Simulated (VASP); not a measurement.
A run of VASP 6.6.1:

File INCAR:

```
ALGO = Fast ; EDIFF = 1E-8
ENCUT = 520 ; GGA = PE
IBRION = 8 ; ISIF = 2
ISMEAR = -1 ; LASPH = True
LCHARG = False ; LREAL = False
LWAVE = False ; NBANDS = 23
NELM = 80 ; NSW = 1
PREC = Accurate ; SIGMA = 0.15
```

KPOINTS

```
k-points
0
Gamma
  12 12 8
```

The input POSCAR:

```
In2S
1.0
    3.9449950188      0.0000000000      0.0000000000
    0.0000000000      3.9449950188      0.0000000000
    0.0000000000      0.0000000000      5.4416799680
In S
2 1
Direct
    0.5000000000      0.0000000000      0.6615941306
    0.0000000000      0.5000000000      0.3384058694
    0.0000000000      0.0000000000      0.0000000000
```

Potentials or basis: VASP PAW PBE potentials, release 64 (In_d, S).

The run is started by

```sh
$ cat potpaw_PBE.64/In_d/POTCAR potpaw_PBE.64/S/POTCAR > POTCAR
$ mpirun -np 1 vasp_std > vasp.out
```

Hardware: 1 thread of Oxide Virtual Turin-like Processor, on a shared host.

Task: Estimate the wall time of this run.

Result: Run time: 70 min on 1 thread of Oxide Virtual Turin-like Processor, with other jobs on the host, peak memory 1.2 GiB. Counts: scf iterations 99, k points 140.
